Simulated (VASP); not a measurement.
# WS2 (R3m) in VASP: single point with PBE

Aim: the single point of WS2 with PBE.

All numbers are computed with VASP 6.6.1; they aren't measurements. Logs are shortened: lines on timing, memory, paths and dates and some standing lists are left out, and cuts for length are marked.

## 1. The cell of the first run

Symmetry: R3m, No. 160, trigonal system. Conventional cell: a = 3.188 Å, b = 3.188 Å, c = 22.619 Å, α = 90.00°, β = 90.00°, γ = 120.00°. W (site symmetry 3m) has 6 S at 2.42 Å and 6 W at 3.19 Å within 3.2 Å. Within 3.2 Å of S (site symmetry 3m) lie 3 W at 2.42 Å and 7 S at 3.14 to 3.19 Å. S (site symmetry 3m) has 3 W at 2.42 Å and 7 S at 3.14 to 3.19 Å within 3.2 Å.

## 2. Single point, PBE

File INCAR:

```
SYSTEM = WS2
ALGO = Normal
EDIFF = 1E-7
ENCUT = 520
GGA = PE
ISIF = 2
ISMEAR = 0
LASPH = .True.
LCHARG = .False.
LREAL = .False.
LWAVE = .False.
NBANDS = 20
NELM = 80
PREC = Accurate
SIGMA = 0.02
```

File KPOINTS:

```
k-points
0
Gamma
  12 12 12
  0 0 0
```

File POSCAR:

```
WS2
1.0
    1.5939067452      0.9202424884      7.5395537364
   -1.5939067452      0.9202424884      7.5395537364
    0.0000000000     -1.8404849768      7.5395537364
W S
1 2
Direct
    0.9997779445      0.9997779445      0.9997779445
    0.4025687580      0.4025687580      0.4025687580
    0.2636542975      0.2636542975      0.2636542975
```

Potentials or basis: VASP PAW PBE potentials, release 64 (W_sv, S).

Command:

```
> cat potpaw_PBE.64/W_sv/POTCAR potpaw_PBE.64/S/POTCAR > POTCAR
> mpirun -np 1 vasp_std > vasp.out
```

OUTCAR:

```text
SYSTEM = WS2
   EDIFF = 1E-7
   ENCUT = 520
   GGA = PE
   ISIF = 2
   ISMEAR = 0
   LASPH = .True.
   LREAL = .False.
   NELM = 80
   PREC = Accurate

 ion  position               nearest neighbor table
   1  1.000  1.000  1.000-   3 2.42   3 2.42   3 2.42   2 2.42   2 2.42   2 2.42
   2  0.403  0.403  0.403-   1 2.42   1 2.42   1 2.42
   3  0.264  0.264  0.264-   1 2.42   1 2.42   1 2.42

  LATTYP: Found a trigonal (rhomboedric) cell.
 ALAT       =     7.7609442398
 COS(alpha) =     0.9156419200

  Lattice vectors:

 A1 = (   1.5939067452,   0.9202424884,   7.5395537364)
 A2 = (  -1.5939067452,   0.9202424884,   7.5395537364)
 A3 = (   0.0000000000,  -1.8404849768,   7.5395537364)

Analysis of symmetry for initial positions (statically):
=====================================================================
 Subroutine PRICEL returns:
 Original cell was already a primitive cell.

 Routine SETGRP: Setting up the symmetry group for a
 trigonal (rhombohedral) supercell.

 Subroutine GETGRP returns: Found  6 space group operations
 (whereof  6 operations were pure point group operations)
 out of a pool of 12 trial point group operations.

The static configuration has the point symmetry C_3v.

Analysis of symmetry for dynamics (positions and initial velocities):
=====================================================================
 Subroutine PRICEL returns:
 Original cell was already a primitive cell.

 Routine SETGRP: Setting up the symmetry group for a
 trigonal (rhombohedral) supercell.

 Subroutine GETGRP returns: Found  6 space group operations
 (whereof  6 operations were pure point group operations)
 out of a pool of 12 trial point group operations.

The dynamic configuration has the point symmetry C_3v.

 Subroutine INISYM returns: Found  6 space group operations
 (whereof  6 operations are pure point group operations),
 and found     1 'primitive' translations

----------------------------------------------------------------------------------------

                                     Primitive cell

  volume of cell :      66.3532

  direct lattice vectors                    reciprocal lattice vectors
     1.593906745  0.920242488  7.539553736     0.313694638  0.181111684  0.044211282
    -1.593906745  0.920242488  7.539553736    -0.313694638  0.181111684  0.044211282
     0.000000000 -1.840484977  7.539553736     0.000000000 -0.362223368  0.044211282

  length of vectors
     7.760944240  7.760944240  7.760944240     0.364911504  0.364911504  0.364911504

  position of ions in fractional coordinates (direct lattice)
     0.999777945  0.999777945  0.999777945
     0.402568758  0.402568758  0.402568758
     0.263654297  0.263654297  0.263654297

  ion indices of the primitive-cell ions
   primitive index   ion index
                 1           1
                 2           2
                 3           3

----------------------------------------------------------------------------------------

 KPOINTS: k-points

Automatic generation of k-mesh.
 Grid dimensions read from file:
 generate k-points for:   12   12   12

 Generating k-lattice:

  Cartesian coordinates                     Fractional coordinates (reciprocal lattice)
     0.026141220  0.015092640  0.003684273     0.083333333  0.000000000 -0.000000000
    -0.026141220  0.015092640  0.003684273     0.000000000  0.083333333 -0.000000000
     0.000000000 -0.030185281  0.003684273    -0.000000000 -0.000000000  0.083333333

  Length of vectors
     0.030409292  0.030409292  0.030409292

  Shift w.r.t. Gamma in fractional coordinates (k-lattice)
     0.000000000  0.000000000  0.000000000

 Subroutine IBZKPT returns following result:
 ===========================================

 Found    189 irreducible k-points:

 Following reciprocal coordinates:
            Coordinates               Weight
  0.000000  0.000000  0.000000      1.000000
  0.083333 -0.000000  0.000000      6.000000
  0.166667 -0.000000  0.000000      6.000000
  0.250000 -0.000000  0.000000      6.000000
  0.333333  0.000000 -0.000000      6.000000
  0.416667  0.000000 -0.000000      6.000000
[... 16 lines left out ...]
  0.500000  0.166667 -0.000000     12.000000
 -0.416667  0.166667  0.000000     12.000000
 [... further k-points ...]
   k-points           NKPTS =    189   k-points in BZ     NKDIM =    189   number of bands    NBANDS=     20
   number of dos      NEDOS =    301   number of ions     NIONS =      3
   total plane-waves  NPLWV = 216000
   dimension x,y,z NGX =    60 NGY =   60 NGZ =   60
   dimension x,y,z NGXF=   120 NGYF=  120 NGZF=  120
   ions per type =               1   2
   NGX,Y,Z   is equivalent  to a cutoff of  12.85, 12.85, 12.85 a.u.
   NGXF,Y,Z  is equivalent  to a cutoff of  25.71, 25.71, 25.71 a.u.
 SYSTEM =  WS2
   PREC   = accura    normal or accurate (medium, high low for compatibility)
   ISTART =      0    job   : 0-new  1-cont  2-samecut
   ICHARG =      2    charge: 1-file 2-atom 10-const
   ISPIN  =      1    spin polarized calculation?
   LNONCOLLINEAR =      F non collinear calculations
   LSORBIT =      F    spin-orbit coupling
   LASPH  =      T    aspherical Exc in radial PAW
   ENCUT  =  520.0 eV  38.22 Ry    6.18 a.u.  14.43 14.43 14.43*2*pi/ulx,y,z
   NELM   =     80;   NELMIN=  2; NELMDL= -5     # of ELM steps
   EDIFF  = 0.1E-06   stopping-criterion for ELM
   LREAL  =      F    real-space projection
   EDIFFG = 0.1E-05   stopping-criterion for IOM
   NSW    =      0    number of steps for IOM
   IBRION =     -1    ionic relax: 0-MD 1-quasi-New 2-CG
   NFREE  =      0    steps in history (QN), initial steepest desc. (CG)
   ISIF   =      2    stress and relaxation
   ISYM   =      2    0-nonsym 1-usesym 2-fastsym
   POTIM  = 0.5000    time-step for ionic-motion
   TEBEG  =    0.0;   TEEND  =   0.0 temperature during run
   PSTRESS=    0.0 pullay stress
   NELECT =      26.0000    total number of electrons
   NUPDOWN=      -1.0000    fix difference up-down
   EMIN   =  10.00;   EMAX   =-10.00  energy-range for DOS
   EFERMI =   0.00;   METHOD = LEGACY
   ISMEAR =     0;   SIGMA  =   0.02  broadening in eV -4-tet -1-fermi 0-gaus
   EFERMI_NEDOS =   21; number of points for ismear=-14 and -15
   IALGO  =     38    algorithm
   IMIX   =      4    mixing-type and parameters
     AMIX     =   0.40;   BMIX     =  1.00
     AMIX_MAG =   1.60;   BMIX_MAG =  1.00
  volume/ion in A,a.u.               =      22.12       149.26
  Fermi-wavevector in a.u.,A,eV,Ry     =   1.197968  2.263831 19.526096  1.435128
  Thomas-Fermi vector in A             =   2.333869
   LORBIT       =      0    0 simple, 1 ext, 2 COOP (PROOUT), +10 PAW based schemes
   GGA     = PE    functional components
   LHFCALC =     F    Hartree Fock is set to
   AEXX    =    0.0000 exact exchange contribution
   IVDW    =     0    specifies the selected vdW correction
   LEPSILON=     F    determine dielectric tensor
   LRPA    =     F    only Hartree local field effects (RPA)
 non-spin polarized calculation
 Gauss-broadening in eV      SIGMA  =   0.02
  energy-cutoff  :      520.00
  volume of cell :       66.35
 maximum number of plane-waves:      1802
 NGX is ok and might be reduce to    60
   NGX = 29   NGY = 29   NGZ = 29

 number of electron      25.9999998 magnetization

 Free energy of the ion-electron system (eV)
  ---------------------------------------------------
  ext. energy  EPLUGINS =         0.00000000
  ---------------------------------------------------
  free energy    TOTEN  =       -23.68174704 eV

  energy without entropy =      -23.68174704  energy(sigma->0) =      -23.68174704

 E-fermi :   4.7502     XC(G=0):  -9.3945

 val. band max:        4.5188210554   @ k =   0.5000   0.5000   0.5000
 cond. band min:       6.1801750296   @ k =  -0.2500   0.4167   0.0833
 fundamental gap:      1.6613539742
 Fermi energy:         4.7502338107

 k-point     1 :       0.0000    0.0000    0.0000
  band No.  band energies     occupation
      1     -69.6740      2.00000
      2     -33.9021      2.00000
      3     -33.7581      2.00000
      4     -33.7581      2.00000
      5     -10.3546      2.00000
      6      -8.7203      2.00000
[... 12 lines left out ...]
     19      11.0171      0.00000
     20      13.0226      0.00000

 k-point     2 :       0.0833   -0.0000    0.0000
  band No.  band energies     occupation
      1     -69.6729      2.00000
      2     -33.8981      2.00000
      3     -33.7804      2.00000
      4     -33.7633      2.00000
      5     -10.2413      2.00000
      6      -8.6791      2.00000
[... 12 lines left out ...]
     19      11.2849      0.00000
     20      13.4981      0.00000

 k-point     3 :       0.1667   -0.0000    0.0000
  band No.  band energies     occupation
      1     -69.6700      2.00000
      2     -33.8872      2.00000
      3     -33.8407      2.00000
      4     -33.7774      2.00000
      5      -9.9185      2.00000
      6      -8.5620      2.00000
[... 12 lines left out ...]
     19      12.1160      0.00000
     20      13.7517      0.00000

 k-point     4 :       0.2500   -0.0000    0.0000
  band No.  band energies     occupation
      1     -69.6659      2.00000
      2     -33.9222      2.00000
      3     -33.8723      2.00000
      4     -33.7967      2.00000
      5      -9.4389      2.00000
      6      -8.3898      2.00000
[... 12 lines left out ...]
     19      12.5396      0.00000
     20      13.3361      0.00000

 k-point     5 :       0.3333    0.0000   -0.0000
  band No.  band energies     occupation
      1     -69.6618      2.00000
      2     -34.0025      2.00000
      3     -33.8574      2.00000
      4     -33.8158      2.00000
      5      -8.8962      2.00000
      6      -8.2004      2.00000
[... 12 lines left out ...]
     19      11.7633      0.00000
     20      12.5981      0.00000
[... 353 lines left out ...]
      6      -8.2970      2.00000
[... 12 lines left out ...]
     19      12.4413      0.00000
     20      13.7187      0.00000

 k-point    22 :       0.4167    0.1667    0.0000
  band No.  band energies     occupation
      1     -69.6604      2.00000
      2     -34.0024      2.00000
      3     -33.8529      2.00000
      4     -33.8519      2.00000
      5      -8.6837      2.00000
      6      -8.1185      2.00000
[... 12 lines left out ...]
     19      12.0459      0.00000
     20      13.4477      0.00000

 k-point    23 :       0.5000    0.1667   -0.0000
  band No.  band energies     occupation
      1     -69.6578      2.00000
      2     -34.0413      2.00000
      3     -33.8767      2.00000
      4     -33.8424      2.00000
      5      -8.2752      2.00000
      6      -7.9725      2.00000
[... 12 lines left out ...]
     19      12.4433      0.00000
     20      13.3641      0.00000

 k-point    24 :      -0.4167    0.1667    0.0000
  band No.  band energies     occupation
      1     -69.6568      2.00000
      2     -34.0553      2.00000
      3     -33.8856      2.00000
      4     -33.8389      2.00000
      5      -8.1129      2.00000
      6      -7.9145      2.00000
[... 12 lines left out ...]
     19      12.8638      0.00000
     20      13.3987      0.00000

 [... further k-points ...]

------------------------ aborting loop because EDIFF is reached ----------------------------------------

  FORCE on cell =-STRESS in cart. coord.  units (eV):
  Direction    XX          YY          ZZ          XY          YZ          ZX
  --------------------------------------------------------------------------------------
  -------------------------------------------------------------------------------------
  Total       -0.0159456     -0.0159456     -0.0184236      0.0000000      0.0000000     -0.0000000
  in kB       -0.3850263     -0.3850263     -0.4448599      0.0000000      0.0000000     -0.0000000
  external PRESSURE =      -0.4049708 kB  Pullay stress =       0.0000000 kB

 VOLUME and BASIS-vectors are now :
 -----------------------------------------------------------------------------
  energy-cutoff  :      520.00
  volume of cell :       66.35
      direct lattice vectors                 reciprocal lattice vectors
     1.593906745  0.920242488  7.539553736     0.313694638  0.181111684  0.044211282
    -1.593906745  0.920242488  7.539553736    -0.313694638  0.181111684  0.044211282
     0.000000000 -1.840484977  7.539553736     0.000000000 -0.362223368  0.044211282

 POSITION                                       TOTAL-FORCE (eV/Angst)
 -----------------------------------------------------------------------------------
      0.00000      0.00000     22.61364         0.000000      0.000000     -0.000141
      0.00000      0.00000      9.10557         0.000000      0.000000      0.004534
      0.00000      0.00000      5.96351         0.000000      0.000000     -0.004393
 -----------------------------------------------------------------------------------
    total drift:                                0.000000     -0.000000     -0.000115

  FREE ENERGIE OF THE ION-ELECTRON SYSTEM (eV)
  ---------------------------------------------------
  free  energy   TOTEN  =       -23.6817470419 eV

  energy  without entropy=      -23.6817470419  energy(sigma->0) =      -23.68174704
```

Wall time 13 min (1 thread of Intel Xeon Platinum 8559C (Emerald Rapids), shared host); peak memory 0.63 GiB.

Results:

```
Free energy            : -23.6817 eV
Pressure               : 0.0 GPa
Largest force          : 0.005 eV/Å
Band gap on the k mesh : 1.66 eV (least direct gap 1.81 eV)
```

Forces on the atoms (eV/Å):
```
W    0.000  0.000  0.000
S    0.000  0.000  0.005
S    0.000  0.000 -0.004
```

Levels at points of the mesh, in eV from the valence-band top:
| k point | band 11 | band 12 | band 13 | band 14 | band 15 | band 16 |
| --- | --- | --- | --- | --- | --- | --- |
| (0.00, 0.00, 0.00) | -1.77 | -1.77 | -0.37 | 2.72 | 2.72 | 2.87 |
| (0.50, 0.00, 0.00) | -2.25 | -1.42 | -1.09 | 2.68 | 3.11 | 3.95 |
| (0.50, 0.50, 0.00) | -2.33 | -1.43 | -1.06 | 2.68 | 3.14 | 3.82 |
| (0.50, 0.50, 0.50) | -1.77 | -1.77 | 0.00 | 2.72 | 2.72 | 2.86 |

Caveat: spin-orbit coupling is left out, which moves the levels of the heavy elements.
